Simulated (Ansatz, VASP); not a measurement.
# One calculation of S, two programs

```
S
1.0
     0.00000    1.99435    1.99435
     1.99435    0.00000    1.99435
     1.99435    1.99435    0.00000
S
1
Direct
  0.00000 0.00000 0.00000
```

Alike in both runs: task single point; functional LDA; k mesh 8 × 8 × 8; occupations gaussian, width 0.1 eV; no spin polarisation.

|  | VASP | Ansatz |
| --- | --- | --- |
| version | VASP 6.6.1 | Ansatz 0.2.0 |
| potentials or method | VASP PAW LDA potentials, release 64 (S), cutoff 500 eV | scalar-relativistic, plane waves, PAW |
| valence electrons in the cell | 6 | 6 |

|  | VASP | Ansatz | Ansatz less VASP |
| --- | --- | --- | --- |
| gap on the k mesh at the Fermi level (eV) | none | none | - |
| pressure (GPa) | -6.3 | -6.3 | +0.04 |

LDA's correlation is that of Perdew and Zunger in VASP and of Perdew and Wang (1992) in Ansatz. A gap of «none» marks a metal or a gap that the smearing closes.
